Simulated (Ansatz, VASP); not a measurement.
Two plane-wave programs on SiC

```xyz
2
Lattice="0.0000 2.1781 2.1781 2.1781 0.0000 2.1781 2.1781 2.1781 0.0000" Properties=species:S:1:pos:R:3 pbc="T T T"
Si    0.0000    0.0000    0.0000
C     1.0890    1.0890    1.0890
```

Alike in both runs: task single point; functional PBE; k mesh 8 × 8 × 8; no spin polarisation.

```csv
,VASP,Ansatz
version,VASP 6.6.1,Ansatz 0.2.0
potentials or method,"VASP PAW PBE potentials, release 64 (Si, C)","plane waves, PAW"
plane-wave cutoff (eV),520,420
occupations,"gaussian, width 0.01 eV",fixed
valence electrons in the cell,8,8
```

|  | VASP | Ansatz | Ansatz less VASP |
| --- | --- | --- | --- |
| gap on the k mesh at the Fermi level (eV) | 1.35 | 1.36 | +0.003 |
| pressure (GPa) | 3.5 | 3.6 | +0.05 |
